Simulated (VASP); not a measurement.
A run of VASP 6.6.1 is set up as follows.

Contents of POSCAR:

```
Mo
1.0
    2.7014265419      0.0000000000      0.0000000000
   -1.3507132710      2.3395040118      0.0000000000
    0.0000000000      0.0000000000      4.8526237223
Mo
2
Direct
    0.3333333333      0.6666666667      0.2500000000
    0.6666666667      0.3333333333      0.7500000000
```

INCAR.step1

```
ALGO = Normal
EDIFF = 1E-4
ENCUT = 520
GGA = PE
ISMEAR = -1
LASPH = T
LCHARG = F
LREAL = F
LWAVE = T
NBANDS = 21
NELM = 100
PREC = Accurate
SIGMA = 0.1
```

Contents of INCAR.step2:

```
ALGO = Normal
EDIFF = 1E-6
ENCUT = 520
ISIF = 2
ISMEAR = -1
ISTART = 1
LASPH = T
LCHARG = T
LELF = T
LMIXTAU = T
LREAL = F
LVHAR = T
LWAVE = F
METAGGA = R2SCAN
NBANDS = 21
NELM = 100
PREC = Accurate
SIGMA = 0.1
```

File KPOINTS:

```
k-points
0
Gamma
  15 15 7
```

Potentials or basis: VASP PAW PBE potentials, release 64 (Mo_sv).

The run is started by

```bash
$ cat potpaw_PBE.64/Mo_sv/POTCAR > POTCAR
$ cp INCAR.step1 INCAR
$ mpirun -np 1 vasp_std > vasp.out
$ cp INCAR.step2 INCAR
$ mpirun -np 1 vasp_std > vasp.out
```

(1) What does it give for the band gap on the k mesh?

(2) What does it give for the pressure?

Results:

(1) zero (bands 14 and 15 overlap by 1.93 eV).

(2) 12.2 GPa.

Caveat: the cell stands under pressure; the PAW data sets were made with another functional, which shifts forces and pressure a little.
